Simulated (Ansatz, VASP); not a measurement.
**Ga3Se in VASP and in Ansatz**

```xyz
4
Lattice="4.4027 0.0000 0.0000 0.0000 4.4027 0.0000 0.0000 0.0000 4.4027" Properties=species:S:1:pos:R:3 pbc="T T T"
Se    0.0000    0.0000    0.0000
Ga    2.2014    2.2014    0.0000
Ga    2.2014    0.0000    2.2014
Ga    0.0000    2.2014    2.2014
```

Change from the starting cell: volume scaled by 0.98.

Alike in both runs: task single point; functional LDA; k mesh 6 × 6 × 6; occupations fermi-dirac, width 0.05 eV; no spin polarisation.

|  | VASP | Ansatz |
| --- | --- | --- |
| version | VASP 6.6.1 | Ansatz 0.2.0 |
| potentials or method | VASP PAW LDA potentials, release 64 (Se, Ga_d), cutoff 520 eV | all-electron LAPW, scalar-relativistic |

```csv
,VASP,Ansatz,Ansatz less VASP
gap on the k mesh at the Fermi level (eV),none,none,-
pressure (GPa),-4.2,-4.3,-0.12
```

LDA's correlation is that of Perdew and Zunger in VASP and of Perdew and Wang (1992) in Ansatz. A gap of «none» marks a metal or a gap that the smearing closes. Ansatz ran all-electron here, and VASP with PAW potentials.
